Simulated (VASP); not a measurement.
# PtSe2 in VASP: single point with PBE+D3(BJ)

Aim: the single point of PtSe2 with PBE+D3(BJ).

Everything below comes from runs of VASP 6.6.1. Logs are shortened: lines on timing, memory, paths and dates and some standing lists are left out, and cuts for length are marked.

### Step 1. The cell of the first run

The typed cell holds 6 atoms: a = 3.724 Å, b = 3.724 Å, c = 10.999 Å, α = 70.21°, β = 70.21°, γ = 60.00°.

### Step 2. Single point, PBE+D3(BJ) (the part above a cut slid along it)

Contents of INCAR:

```
PREC = Accurate ; ENCUT = 520
EDIFF = 1E-7 ; ISMEAR = 0
SIGMA = 0.15 ; LREAL = False
LASPH = True ; NELM = 60
ALGO = Normal ; ISIF = 2
LWAVE = False ; LCHARG = False
GGA = PE ; IVDW = 12
NBANDS = 31
```

Contents of KPOINTS:

```
Automatic mesh
0
Gamma
  14 14 5
```

Contents of POSCAR:

```
PtSe2
1.0
   -3.7240006046      0.0000000000      0.0000000000
   -1.8620003023     -3.2250791273      0.0000000000
   -3.7241868046     -2.1501602542     10.1240000000
Pt Se
2 4
Direct
   -0.5000250000     -0.5000250000      0.7500000000
   -0.1666750000     -0.1666750000      0.2500000000
   -0.2500291667     -0.2500291667      0.8750000000
    0.0833208333      0.0833208333      0.3750000000
    0.5833291667      0.5833291667      0.1250000000
    0.2499791667      0.2499791667      0.6250000000
```

Potentials or basis: VASP PAW PBE potentials, release 64 (Pt, Se).

The run is started by

```console
$ cat potpaw_PBE.64/Pt/POTCAR potpaw_PBE.64/Se/POTCAR > POTCAR
$ mpirun -np 1 vasp_std > vasp.out
```

OUTCAR:

```text
PREC = Accurate
   ENCUT = 520
   EDIFF = 1E-7
   ISMEAR = 0
   LREAL = False
   LASPH = True
   NELM = 60
   ISIF = 2
   GGA = PE
   IVDW = 12
 IVDW          = 12

 ion  position               nearest neighbor table
   1  0.500  0.500  0.750-   3 2.49   6 2.49   6 2.49   3 2.49   6 2.49   3 2.49
   2  0.833  0.833  0.250-   4 2.49   5 2.49   5 2.49   4 2.49   5 2.49   4 2.49
   3  0.750  0.750  0.875-   1 2.49   1 2.49   1 2.49   5 2.53
   4  0.083  0.083  0.375-   2 2.49   2 2.49   2 2.49
   5  0.583  0.583  0.125-   2 2.49   2 2.49   2 2.49   3 2.53
   6  0.250  0.250  0.625-   1 2.49   1 2.49   1 2.49

  LATTYP: Found a base centered monoclinic cell.
 ALAT       =     6.4501582546
 B/A-ratio  =     0.5773502692
 C/A-ratio  =     1.6045719350
 COS(beta)  =    -0.2077189515

  Lattice vectors:

 A1 = (  -3.7240006046,   0.0000000000,   0.0000000000)
 A2 = (  -1.8620003023,  -3.2250791273,   0.0000000000)
 A3 = (   1.8618141023,   1.0749188731,  10.1240000000)

Analysis of symmetry for initial positions (statically):
=====================================================================
 Subroutine PRICEL returns:
 Original cell was already a primitive cell.

 Routine SETGRP: Setting up the symmetry group for a
 base centered monoclinic supercell.

 Subroutine GETGRP returns: Found  4 space group operations
 (whereof  2 operations were pure point group operations)
 out of a pool of  4 trial point group operations.

The static configuration has the point symmetry C_1h.
 The point group associated with its full space group is C_2h.

Analysis of symmetry for dynamics (positions and initial velocities):
=====================================================================
 Subroutine PRICEL returns:
 Original cell was already a primitive cell.

 Routine SETGRP: Setting up the symmetry group for a
 base centered monoclinic supercell.

 Subroutine GETGRP returns: Found  4 space group operations
 (whereof  2 operations were pure point group operations)
 out of a pool of  4 trial point group operations.

The dynamic configuration has the point symmetry C_1h.
 The point group associated with its full space group is C_2h.

 Subroutine INISYM returns: Found  4 space group operations
 (whereof  2 operations are pure point group operations),
 and found     1 'primitive' translations

----------------------------------------------------------------------------------------

                                     Primitive cell

  volume of cell :     121.5912

  direct lattice vectors                    reciprocal lattice vectors
    -3.724000605  0.000000000  0.000000000    -0.268528420  0.155034956 -0.065853418
    -1.862000302 -3.225079127  0.000000000     0.000000000 -0.310069912 -0.065853418
    -3.724186805 -2.150160254 10.124000000     0.000000000  0.000000000  0.098775188

  length of vectors
     3.724000605  3.724000605 10.999460554     0.316985840  0.316985840  0.098775188

  position of ions in fractional coordinates (direct lattice)
     0.499975000  0.499975000  0.750000000
     0.833325000  0.833325000  0.250000000
     0.749970833  0.749970833  0.875000000
     0.083320833  0.083320833  0.375000000
     0.583329167  0.583329167  0.125000000
     0.249979167  0.249979167  0.625000000

  ion indices of the primitive-cell ions
   primitive index   ion index
                 1           1
                 2           2
                 3           3
                 4           4
                 5           5
                 6           6

----------------------------------------------------------------------------------------

 KPOINTS: Automatic mesh

Automatic generation of k-mesh.
 Grid dimensions read from file:
 generate k-points for:   14   14    5

 Generating k-lattice:

  Cartesian coordinates                     Fractional coordinates (reciprocal lattice)
    -0.019180601  0.011073925 -0.004703816     0.071428571  0.000000000 -0.000000000
     0.000000000 -0.022147851 -0.004703816     0.000000000  0.071428571  0.000000000
     0.000000000  0.000000000  0.019755038     0.000000000  0.000000000  0.200000000

  Length of vectors
     0.022641846  0.022641846  0.019755038

  Shift w.r.t. Gamma in fractional coordinates (k-lattice)
     0.000000000  0.000000000  0.000000000

 -----------------------------------------------------------------------------
|                                                                             |
|           W    W    AA    RRRRR   N    N  II  N    N   GGGG   !!!           |
|           W    W   A  A   R    R  NN   N  II  NN   N  G    G  !!!           |
|           W    W  A    A  R    R  N N  N  II  N N  N  G       !!!           |
|           W WW W  AAAAAA  RRRRR   N  N N  II  N  N N  G  GGG   !            |
|           WW  WW  A    A  R   R   N   NN  II  N   NN  G    G                |
|           W    W  A    A  R    R  N    N  II  N    N   GGGG   !!!           |
|                                                                             |
|     Your reciprocal lattice and k-lattice belong to different lattice       |
|     classes:                                                                |
|                                                                             |
|        The reciprocal lattice is rhombohedral (trigonal),                   |
|        whereas your k-lattice is base-centered monoclinic.                  |
|                                                                             |
|     Results are often still useful ...                                      |
|                                                                             |
 -----------------------------------------------------------------------------

 WARNING: IBZKPT: internal override: KBLOWUP is changed to .FALSE.
      ... skipping the blow-up phase ...

 Subroutine IBZKPT returns following result:
 ===========================================

 Found    267 irreducible k-points:

 Following reciprocal coordinates:
            Coordinates               Weight
  0.000000  0.000000  0.000000      1.000000
  0.071429  0.000000  0.000000      4.000000
  0.142857  0.000000  0.000000      4.000000
  0.214286  0.000000  0.000000      4.000000
  0.285714 -0.000000 -0.000000      4.000000
  0.357143 -0.000000  0.000000      4.000000
[... 16 lines left out ...]
  0.214286  0.142857 -0.000000      4.000000
  0.285714  0.142857 -0.000000      4.000000
 [... further k-points ...]
   k-points           NKPTS =    267   k-points in BZ     NKDIM =    267   number of bands    NBANDS=     31
   number of dos      NEDOS =    301   number of ions     NIONS =      6
   total plane-waves  NPLWV =  65856
   dimension x,y,z NGX =    28 NGY =   28 NGZ =   84
   dimension x,y,z NGXF=    56 NGYF=   56 NGZF=  168
   ions per type =               2   4
   NGX,Y,Z   is equivalent  to a cutoff of  12.50, 12.50, 12.70 a.u.
   NGXF,Y,Z  is equivalent  to a cutoff of  25.00, 25.00, 25.39 a.u.
 SYSTEM =  unknown system
   PREC   = accura    normal or accurate (medium, high low for compatibility)
   ISTART =      0    job   : 0-new  1-cont  2-samecut
   ICHARG =      2    charge: 1-file 2-atom 10-const
   ISPIN  =      1    spin polarized calculation?
   LNONCOLLINEAR =      F non collinear calculations
   LSORBIT =      F    spin-orbit coupling
   LASPH  =      T    aspherical Exc in radial PAW
   ENCUT  =  520.0 eV  38.22 Ry    6.18 a.u.   6.92  6.92 20.45*2*pi/ulx,y,z
   NELM   =     60;   NELMIN=  2; NELMDL= -5     # of ELM steps
   EDIFF  = 0.1E-06   stopping-criterion for ELM
   LREAL  =      F    real-space projection
   EDIFFG = 0.1E-05   stopping-criterion for IOM
   NSW    =      0    number of steps for IOM
   IBRION =     -1    ionic relax: 0-MD 1-quasi-New 2-CG
   NFREE  =      0    steps in history (QN), initial steepest desc. (CG)
   ISIF   =      2    stress and relaxation
   ISYM   =      2    0-nonsym 1-usesym 2-fastsym
   POTIM  = 0.5000    time-step for ionic-motion
   TEBEG  =    0.0;   TEEND  =   0.0 temperature during run
   PSTRESS=    0.0 pullay stress
   NELECT =      44.0000    total number of electrons
   NUPDOWN=      -1.0000    fix difference up-down
   EMIN   =  10.00;   EMAX   =-10.00  energy-range for DOS
   EFERMI =   0.00;   METHOD = LEGACY
   ISMEAR =     0;   SIGMA  =   0.15  broadening in eV -4-tet -1-fermi 0-gaus
   EFERMI_NEDOS =   21; number of points for ismear=-14 and -15
   IALGO  =     38    algorithm
   IMIX   =      4    mixing-type and parameters
     AMIX     =   0.40;   BMIX     =  1.00
     AMIX_MAG =   1.60;   BMIX_MAG =  1.00
  volume/ion in A,a.u.               =      20.27       136.76
  Fermi-wavevector in a.u.,A,eV,Ry     =   1.166608  2.204570 18.517180  1.360974
  Thomas-Fermi vector in A             =   2.303119
   LORBIT       =      0    0 simple, 1 ext, 2 COOP (PROOUT), +10 PAW based schemes
   GGA     = PE    functional components
   LHFCALC =     F    Hartree Fock is set to
   AEXX    =    0.0000 exact exchange contribution
   IVDW    =    12    specifies the selected vdW correction
   LEPSILON=     F    determine dielectric tensor
   LRPA    =     F    only Hartree local field effects (RPA)
 non-spin polarized calculation
 Gauss-broadening in eV      SIGMA  =   0.15
  energy-cutoff  :      520.00
  volume of cell :      121.59
 maximum number of plane-waves:      3292
   NGX = 13   NGY = 13   NGZ = 41

 number of electron      44.0000000 magnetization

 Free energy of the ion-electron system (eV)
  ---------------------------------------------------
  ext. energy  EPLUGINS =         0.00000000
  ---------------------------------------------------
  free energy    TOTEN  =       -27.67897877 eV

  energy without entropy =      -27.65044287  energy(sigma->0) =      -27.66471082

 E-fermi :   6.8102     XC(G=0): -10.5892

 val. band max:        6.8091892455   @ k =  -0.1429  -0.4286   0.2000
 cond. band min:       6.8109480576   @ k =  -0.2143   0.3571   0.4000
 fundamental gap:      0.0017588121
 Fermi energy:         6.8101565904

 k-point     1 :       0.0000    0.0000    0.0000
  band No.  band energies     occupation
      1      -9.4331      2.00000
      2      -8.5446      2.00000
      3      -7.7423      2.00000
      4      -6.2517      2.00000
      5      -1.1173      2.00000
      6       0.1597      2.00000
[... 805 lines left out ...]
     30      13.1572      0.00000
     31      13.7965      0.00000

 [... further k-points ...]

------------------------ aborting loop because EDIFF is reached ----------------------------------------

 Edisp (eV)   -2.85833

 E8    (eV) :    -1.2259

  FORCE on cell =-STRESS in cart. coord.  units (eV):
  Direction    XX          YY          ZZ          XY          YZ          ZX
  --------------------------------------------------------------------------------------
  -------------------------------------------------------------------------------------
  Total       5.29557     5.29346     6.40439     0.00183     0.00042     0.00074
  in kB      69.77846    69.75063    84.38908     0.02410     0.00560     0.00969
  external pressure =       74.64 kB  Pullay stress =        0.00 kB

 VOLUME and BASIS-vectors are now :
 -----------------------------------------------------------------------------
  energy-cutoff  :      520.00
  volume of cell :      121.59
      direct lattice vectors                 reciprocal lattice vectors
    -3.724000605  0.000000000  0.000000000    -0.268528420  0.155034956 -0.065853418
    -1.862000302 -3.225079127  0.000000000     0.000000000 -0.310069912 -0.065853418
    -3.724186805 -2.150160254 10.124000000     0.000000000  0.000000000  0.098775188

 POSITION                                       TOTAL-FORCE (eV/Angst)
 -----------------------------------------------------------------------------------
     -5.58600     -3.22508      7.59300         0.000994      0.000574     -0.293803
     -5.58600     -3.22508      2.53100        -0.000994     -0.000574      0.293803
     -7.44800     -4.30011      8.85850        -0.001206     -0.000696     -0.487454
     -1.86200     -1.07503      3.79650        -0.000225     -0.000130      0.705682
     -3.72400     -2.15005      1.26550         0.001206      0.000696      0.487454
     -3.72400     -2.15005      6.32750         0.000225      0.000130     -0.705682
 -----------------------------------------------------------------------------------
    total drift:                                0.000001      0.000000     -0.000002

  FREE ENERGIE OF THE ION-ELECTRON SYSTEM (eV)
  ---------------------------------------------------
  free  energy   TOTEN  =       -30.5373082851 eV

  energy  without entropy=      -30.5087723855  energy(sigma->0) =      -30.52304034
```

It took 35 min on 1 thread of Intel Xeon 8259CL, shared host; peak memory 0.88 GiB.

What came out:

| Quantity | Value |
| --- | --- |
| Free energy | -30.5373 eV |
| Pressure | 7.5 GPa |
| Largest force | 0.706 eV/Å |
| Band gap on the k mesh | zero (bands 22 and 23 overlap by 0.88 eV) |
| Dispersion energy per atom | -0.476 eV |

Forces in eV/Å, atoms in the order of the input:
```
Pt   0.001  0.001 -0.294
Pt  -0.001 -0.001  0.294
Se  -0.001 -0.001 -0.487
Se   0.000  0.000  0.706
Se   0.001  0.001  0.487
Se   0.000  0.000 -0.706
```

Stress tensor (GPa, compression positive):
```
6.98 0.00 0.00
0.00 6.98 0.00
0.00 0.00 8.44
```

Levels at points of the mesh, in eV from the Fermi level:
```tsv
k point	band 20	band 21	band 22	band 23	band 24	band 25
(0.00, 0.00, 0.00)	-1.43	-1.43	0.70	1.55	1.55	1.84
(0.50, 0.00, 0.00)	-3.09	-2.30	-1.86	0.67	0.80	2.21
(0.50, 0.50, 0.00)	-3.09	-2.29	-1.86	0.67	0.80	2.21
```

Caveat: the cell differs from its parent crystal (the part above a cut slid along it); the cell stands under pressure; spin-orbit coupling is left out, which moves the levels of the heavy elements.
